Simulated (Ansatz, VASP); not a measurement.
One calculation of Ti, two programs

The input INCAR:

```
ALGO = Normal
EDIFF = 1E-8
ENCUT = 520
ISIF = 2
ISMEAR = -1
LASPH = T
LCHARG = F
LEFG = T
LREAL = F
LWAVE = F
NBANDS = 12
NELM = 60
PREC = Accurate
SIGMA = 0.03
```

File KPOINTS:

```
k-points
0
Gamma
  14 14 14
```

File POSCAR:

```
Ti
1.0
    0.0000000000      2.0545745385      2.0545745385
    2.0545745385      0.0000000000      2.0545745385
    2.0545745385      2.0545745385      0.0000000000
Ti
1
Direct
    0.0000000000      0.0000000000      0.0000000000
```

Input for Ansatz:

```yaml
crystal:
  lattice:
    - [0.0, 2.0545745385, 2.0545745385]
    - [2.0545745385, 0.0, 2.0545745385]
    - [2.0545745385, 2.0545745385, 0.0]
  atoms:
    - { symbol: Ti, position: [0.0, 0.0, 0.0] }
kpoints:
  mp_grid: { grid: [14, 14, 14] }
  band_path:
    path:
      - [0.0, 0.0, 0.0]
      - [0.5, 0.0, 0.5]
      - [0.625, 0.25, 0.625]
      - [0.375, 0.375, 0.75]
      - [0.0, 0.0, 0.0]
      - [0.5, 0.5, 0.5]
      - [0.5, 0.25, 0.75]
      - [0.5, 0.0, 0.5]
    npoints: 5
scf:
  occupations: { method: fermi_dirac, width: 0.03 }
hamiltonian:
  xc: lda
  pseudopotentials: { kind: paw }
output:
  forces: true
  stress: true
  eigenvalues: true
  efg: { contact_densities: true }
```

Alike in both runs: task electric field gradients; functional LDA; k mesh 14 × 14 × 14; occupations fermi-dirac, width 0.03 eV; no spin polarisation.

|  | VASP | Ansatz |
| --- | --- | --- |
| version | VASP 6.6.1 | Ansatz 0.2.0 |
| potentials or method | VASP PAW LDA potentials, release 64 (Ti_sv) | PAW with Ansatz's default frozen-core files, scalar-relativistic |
| plane-wave cutoff (eV) | 520 | 420 |
| valence electrons in the cell | 12 | 12 |

|  | VASP | Ansatz | Ansatz less VASP |
| --- | --- | --- | --- |
| pressure (GPa) | -8.6 | -8.5 | +0.08 |

LDA's correlation is that of Perdew and Zunger in VASP and of Perdew and Wang (1992) in Ansatz.
